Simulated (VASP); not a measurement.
# AlAs (F-43m) in VASP: a series of runs

Runs on AlAs. Level: LDA. Tasks: single point.

Everything below comes from runs of VASP 6.6.1. Logs are shortened: lines on timing, memory, paths and dates and some standing lists are left out, and cuts for length are marked.

### 1 The cell of the first run

Symmetry: F-43m, No. 216, cubic system. Conventional cell: a = 5.629 Å, b = 5.629 Å, c = 5.629 Å, α = 90.00°, β = 90.00°, γ = 90.00°. Within 3.2 Å of Al (site symmetry -43m) lie 4 As at 2.44 Å. Within 3.2 Å of As (site symmetry -43m) lie 4 Al at 2.44 Å.

### 2 Single point, LDA

Contents of INCAR:

```
ALGO = Normal ; EDIFF = 1E-6
ENCUT = 500 ; GGA_COMPAT = F
ISIF = 2 ; ISMEAR = 0
LASPH = T ; LCHARG = F
LREAL = F ; LWAVE = F
NBANDS = 11 ; NELM = 120
PREC = Accurate ; SIGMA = 0.02
```

Contents of KPOINTS:

```
k-points
0
Gamma
  8 8 8
```

Contents of POSCAR:

```
AlAs
1.0
    0.0000000000      2.8143768889      2.8143768889
    2.8143768889      0.0000000000      2.8143768889
    2.8143768889      2.8143768889      0.0000000000
Al As
1 1
Direct
    0.0000000000      0.0000000000      0.0000000000
    0.2500000000      0.2500000000      0.2500000000
```

Potentials or basis: VASP PAW LDA potentials, release 64 (Al, As).

The run is started by

```sh
> cat potpaw_LDA.64/Al/POTCAR potpaw_LDA.64/As/POTCAR > POTCAR
> mpirun -np 1 vasp_std > vasp.out
```

OUTCAR:

```text
EDIFF = 1E-6
   ENCUT = 500
   ISIF = 2
   ISMEAR = 0
   LASPH = T
   LREAL = F
   NELM = 120
   PREC = Accurate

 ion  position               nearest neighbor table
   1  0.000  0.000  0.000-   2 2.44   2 2.44   2 2.44   2 2.44
   2  0.250  0.250  0.250-   1 2.44   1 2.44   1 2.44   1 2.44

  LATTYP: Found a face centered cubic cell.
 ALAT       =     5.6287537778

  Lattice vectors:

 A1 = (   0.0000000000,   2.8143768889,   2.8143768889)
 A2 = (   2.8143768889,   0.0000000000,   2.8143768889)
 A3 = (   2.8143768889,   2.8143768889,   0.0000000000)

Analysis of symmetry for initial positions (statically):
=====================================================================
 Subroutine PRICEL returns:
 Original cell was already a primitive cell.

 Routine SETGRP: Setting up the symmetry group for a
 face centered cubic supercell.

 Subroutine GETGRP returns: Found 24 space group operations
 (whereof 24 operations were pure point group operations)
 out of a pool of 48 trial point group operations.

The static configuration has the point symmetry T_d .

Analysis of symmetry for dynamics (positions and initial velocities):
=====================================================================
 Subroutine PRICEL returns:
 Original cell was already a primitive cell.

 Routine SETGRP: Setting up the symmetry group for a
 face centered cubic supercell.

 Subroutine GETGRP returns: Found 24 space group operations
 (whereof 24 operations were pure point group operations)
 out of a pool of 48 trial point group operations.

The dynamic configuration has the point symmetry T_d .

 Subroutine INISYM returns: Found 24 space group operations
 (whereof 24 operations are pure point group operations),
 and found     1 'primitive' translations

----------------------------------------------------------------------------------------

                                     Primitive cell

  volume of cell :      44.5838

  direct lattice vectors                    reciprocal lattice vectors
     0.000000000  2.814376889  2.814376889    -0.177659219  0.177659219  0.177659219
     2.814376889  0.000000000  2.814376889     0.177659219 -0.177659219  0.177659219
     2.814376889  2.814376889  0.000000000     0.177659219  0.177659219 -0.177659219

  length of vectors
     3.980129966  3.980129966  3.980129966     0.307714794  0.307714794  0.307714794

  position of ions in fractional coordinates (direct lattice)
     0.000000000  0.000000000  0.000000000
     0.250000000  0.250000000  0.250000000

  ion indices of the primitive-cell ions
   primitive index   ion index
                 1           1
                 2           2

----------------------------------------------------------------------------------------

 KPOINTS: k-points

Automatic generation of k-mesh.
 Grid dimensions read from file:
 generate k-points for:    8    8    8

 Generating k-lattice:

  Cartesian coordinates                     Fractional coordinates (reciprocal lattice)
    -0.022207402  0.022207402  0.022207402     0.125000000  0.000000000  0.000000000
     0.022207402 -0.022207402  0.022207402     0.000000000  0.125000000  0.000000000
     0.022207402  0.022207402 -0.022207402     0.000000000  0.000000000  0.125000000

  Length of vectors
     0.038464349  0.038464349  0.038464349

  Shift w.r.t. Gamma in fractional coordinates (k-lattice)
     0.000000000  0.000000000  0.000000000

 Subroutine IBZKPT returns following result:
 ===========================================

 Found     29 irreducible k-points:

 Following reciprocal coordinates:
            Coordinates               Weight
  0.000000  0.000000  0.000000      1.000000
  0.125000  0.000000  0.000000      8.000000
  0.250000  0.000000  0.000000      8.000000
  0.375000  0.000000  0.000000      8.000000
  0.500000  0.000000  0.000000      4.000000
  0.125000  0.125000  0.000000      6.000000
[... 16 lines left out ...]
  0.500000  0.250000  0.125000     48.000000
 -0.375000  0.250000  0.125000     24.000000
 [... further k-points ...]
   k-points           NKPTS =     29   k-points in BZ     NKDIM =     29   number of bands    NBANDS=     11
   number of dos      NEDOS =    301   number of ions     NIONS =      2
   total plane-waves  NPLWV =  27000
   dimension x,y,z NGX =    30 NGY =   30 NGZ =   30
   dimension x,y,z NGXF=    60 NGYF=   60 NGZF=   60
   ions per type =               1   1
   NGX,Y,Z   is equivalent  to a cutoff of  12.53, 12.53, 12.53 a.u.
   NGXF,Y,Z  is equivalent  to a cutoff of  25.06, 25.06, 25.06 a.u.
 SYSTEM =  unknown system
   PREC   = accura    normal or accurate (medium, high low for compatibility)
   ISTART =      0    job   : 0-new  1-cont  2-samecut
   ICHARG =      2    charge: 1-file 2-atom 10-const
   ISPIN  =      1    spin polarized calculation?
   LNONCOLLINEAR =      F non collinear calculations
   LSORBIT =      F    spin-orbit coupling
   LASPH  =      T    aspherical Exc in radial PAW
   ENCUT  =  500.0 eV  36.75 Ry    6.06 a.u.   7.26  7.26  7.26*2*pi/ulx,y,z
   NELM   =    120;   NELMIN=  2; NELMDL= -5     # of ELM steps
   EDIFF  = 0.1E-05   stopping-criterion for ELM
   LREAL  =      F    real-space projection
   EDIFFG = 0.1E-04   stopping-criterion for IOM
   NSW    =      0    number of steps for IOM
   IBRION =     -1    ionic relax: 0-MD 1-quasi-New 2-CG
   NFREE  =      0    steps in history (QN), initial steepest desc. (CG)
   ISIF   =      2    stress and relaxation
   ISYM   =      2    0-nonsym 1-usesym 2-fastsym
   POTIM  = 0.5000    time-step for ionic-motion
   TEBEG  =    0.0;   TEEND  =   0.0 temperature during run
   PSTRESS=    0.0 pullay stress
   NELECT =       8.0000    total number of electrons
   NUPDOWN=      -1.0000    fix difference up-down
   EMIN   =  10.00;   EMAX   =-10.00  energy-range for DOS
   EFERMI =   0.00;   METHOD = LEGACY
   ISMEAR =     0;   SIGMA  =   0.02  broadening in eV -4-tet -1-fermi 0-gaus
   EFERMI_NEDOS =   21; number of points for ismear=-14 and -15
   IALGO  =     38    algorithm
   IMIX   =      4    mixing-type and parameters
     AMIX     =   0.40;   BMIX     =  1.00
     AMIX_MAG =   1.60;   BMIX_MAG =  1.00
  volume/ion in A,a.u.               =      22.29       150.43
  Fermi-wavevector in a.u.,A,eV,Ry     =   0.923377  1.744930 11.600678  0.852626
  Thomas-Fermi vector in A             =   2.049007
   LORBIT       =      0    0 simple, 1 ext, 2 COOP (PROOUT), +10 PAW based schemes
   GGA     = CA    functional components
   LHFCALC =     F    Hartree Fock is set to
   AEXX    =    0.0000 exact exchange contribution
   IVDW    =     0    specifies the selected vdW correction
   LEPSILON=     F    determine dielectric tensor
   LRPA    =     F    only Hartree local field effects (RPA)
 non-spin polarized calculation
 Gauss-broadening in eV      SIGMA  =   0.02
  energy-cutoff  :      500.00
  volume of cell :       44.58
 maximum number of plane-waves:      1158
 NGX is ok and might be reduce to    30
   NGX = 15   NGY = 15   NGZ = 15

 number of electron       8.0000001 magnetization

 Free energy of the ion-electron system (eV)
  ---------------------------------------------------
  ext. energy  EPLUGINS =         0.00000000
  ---------------------------------------------------
  free energy    TOTEN  =       -10.51392500 eV

  energy without entropy =      -10.51392500  energy(sigma->0) =      -10.51392500

 E-fermi :   4.0181     XC(G=0):  -9.3435

 val. band max:        3.9298439412   @ k =   0.0000   0.0000   0.0000
 cond. band min:       5.2394491633   @ k =   0.5000   0.5000   0.0000
 fundamental gap:      1.3096052221
 Fermi energy:         4.0180781676

 k-point     1 :       0.0000    0.0000    0.0000
  band No.  band energies     occupation
      1      -8.0603      2.00000
      2       3.9298      2.00000
      3       3.9298      2.00000
      4       3.9298      2.00000
      5       5.9483      0.00000
      6       8.2045      0.00000
      7       8.2045      0.00000
      8       8.2045      0.00000
      9      12.6521      0.00000
     10      12.9970      0.00000
     11      12.9970      0.00000

 k-point     2 :       0.1250    0.0000    0.0000
  band No.  band energies     occupation
      1      -7.9044      2.00000
      2       2.4730      2.00000
      3       3.7657      2.00000
      4       3.7657      2.00000
      5       6.7007      0.00000
      6       8.4901      0.00000
      7       8.4901      0.00000
      8       8.6066      0.00000
      9      12.3555      0.00000
     10      12.3555      0.00000
     11      13.3878      0.00000

 k-point     3 :       0.2500    0.0000    0.0000
  band No.  band energies     occupation
      1      -7.4709      2.00000
      2       0.4832      2.00000
      3       3.4430      2.00000
      4       3.4430      2.00000
      5       6.5019      0.00000
      6       8.8283      0.00000
      7       8.8283      0.00000
      8      10.3609      0.00000
      9      12.2413      0.00000
     10      12.2413      0.00000
     11      13.1967      0.00000

 k-point     4 :       0.3750    0.0000    0.0000
  band No.  band energies     occupation
      1      -6.9080      2.00000
      2      -1.0930      2.00000
      3       3.1863      2.00000
      4       3.1863      2.00000
      5       6.1486      0.00000
      6       8.7003      0.00000
      7       8.7003      0.00000
      8      11.5460      0.00000
      9      13.5559      0.00000
     10      13.5559      0.00000
     11      13.6006      0.00000

 k-point     5 :       0.5000    0.0000    0.0000
  band No.  band energies     occupation
      1      -6.6054      2.00000
      2      -1.7427      2.00000
      3       3.0931      2.00000
      4       3.0931      2.00000
      5       6.0166      0.00000
      6       8.5784      0.00000
      7       8.5784      0.00000
      8      11.5475      0.00000
      9      15.0545      0.00000
     10      15.4990      0.00000
     11      15.4990      0.00000
[... 211 lines left out ...]
 k-point    21 :       0.5000    0.5000    0.0000
  band No.  band energies     occupation
      1      -6.0431      2.00000
      2      -1.5781      2.00000
      3       1.7141      2.00000
      4       1.7141      2.00000
      5       5.2394      0.00000
      6       6.1290      0.00000
      7      14.2633      0.00000
      8      14.2633      0.00000
      9      15.6871      0.00000
     10      16.5712      0.00000
     11      16.5712      0.00000

 k-point    22 :       0.3750    0.2500    0.1250
  band No.  band energies     occupation
      1      -7.1080      2.00000
      2       0.1104      2.00000
      3       1.9256      2.00000
      4       2.9333      2.00000
      5       7.4684      0.00000
      6       8.1935      0.00000
      7       9.1742      0.00000
      8      10.4591      0.00000
      9      12.1140      0.00000
     10      14.3737      0.00000
     11      15.9489      0.00000

 k-point    23 :       0.5000    0.2500    0.1250
  band No.  band energies     occupation
      1      -6.6006      2.00000
      2      -0.9230      2.00000
      3       1.3274      2.00000
      4       2.5406      2.00000
      5       7.5611      0.00000
      6       8.3456      0.00000
      7       9.6848      0.00000
      8      10.7906      0.00000
      9      13.2808      0.00000
     10      14.4667      0.00000
     11      16.0823      0.00000

 k-point    24 :      -0.3750    0.2500    0.1250
  band No.  band energies     occupation
      1      -6.3371      2.00000
      2      -1.4158      2.00000
      3       1.1747      2.00000
      4       2.3524      2.00000
      5       7.5570      0.00000
      6       8.1090      0.00000
      7      10.6143      0.00000
      8      11.5573      0.00000
      9      12.2665      0.00000
     10      14.9229      0.00000
     11      16.2012      0.00000

 [... further k-points ...]

------------------------ aborting loop because EDIFF is reached ----------------------------------------

  FORCE on cell =-STRESS in cart. coord.  units (eV):
  Direction    XX          YY          ZZ          XY          YZ          ZX
  --------------------------------------------------------------------------------------
  -------------------------------------------------------------------------------------
  Total        0.1018878      0.1018878      0.1018878     -0.0000000      0.0000000     -0.0000000
  in kB        3.6614737      3.6614737      3.6614737     -0.0000000      0.0000000     -0.0000000
  external PRESSURE =       3.6614737 kB  Pullay stress =       0.0000000 kB

 VOLUME and BASIS-vectors are now :
 -----------------------------------------------------------------------------
  energy-cutoff  :      500.00
  volume of cell :       44.58
      direct lattice vectors                 reciprocal lattice vectors
     0.000000000  2.814376889  2.814376889    -0.177659219  0.177659219  0.177659219
     2.814376889  0.000000000  2.814376889     0.177659219 -0.177659219  0.177659219
     2.814376889  2.814376889  0.000000000     0.177659219  0.177659219 -0.177659219

 POSITION                                       TOTAL-FORCE (eV/Angst)
 -----------------------------------------------------------------------------------
      0.00000      0.00000      0.00000         0.000000      0.000000      0.000000
      1.40719      1.40719      1.40719        -0.000000     -0.000000     -0.000000
 -----------------------------------------------------------------------------------
    total drift:                                0.000000      0.000000      0.000000

  FREE ENERGIE OF THE ION-ELECTRON SYSTEM (eV)
  ---------------------------------------------------
  free  energy   TOTEN  =       -10.5139250039 eV

  energy  without entropy=      -10.5139250039  energy(sigma->0) =      -10.51392500
```

Wall time 16 s (1 thread of AMD EPYC 7R43 (Zen 3), shared host); peak memory 0.12 GiB.

Results:

- Free energy: -10.5139 eV
- Pressure: 0.4 GPa
- Band gap on the k mesh: 1.31 eV (least direct gap 2.02 eV)

### 3 Single point, LDA

Contents of INCAR:

```
PREC = Accurate ; ENCUT = 500
EDIFF = 1E-6 ; ISMEAR = 0
SIGMA = 0.02 ; LREAL = False
LASPH = True ; NELM = 120
ALGO = Normal ; ISIF = 2
LWAVE = False ; LCHARG = True
GGA = CA ; LELF = True
LVHAR = True ; NBANDS = 11
GGA_COMPAT = False
```

Contents of KPOINTS:

```
Automatic mesh
0
Gamma
  8 8 8
```

POSCAR is that of step 2.

Potentials or basis: VASP PAW LDA potentials, release 64 (Al, As).

The run is started by

```sh
> cat potpaw_LDA.64/Al/POTCAR potpaw_LDA.64/As/POTCAR > POTCAR
> mpirun -np 1 vasp_std > vasp.out
```

Wall time 18 s (1 thread of AMD EPYC 7R43 (Zen 3), shared host); peak memory 0.12 GiB.

Results (log left out):

```yaml
Free_energy: -10.5139 eV
Pressure: 0.4 GPa
Band_gap_on_the_k_mesh: 1.31 eV (least direct gap 2.02 eV)
```

Levels at points of the mesh, in eV from the valence-band top:
```csv
k point,band 2,band 3,band 4,band 5,band 6,band 7
"(0.00, 0.00, 0.00)",0.00,0.00,0.00,2.02,4.27,4.27
"(0.50, 0.00, 0.00)",-5.67,-0.84,-0.84,2.09,4.65,4.65
"(0.50, 0.50, 0.00)",-5.51,-2.22,-2.22,1.31,2.20,10.33
```

A k mesh can miss the band edges.
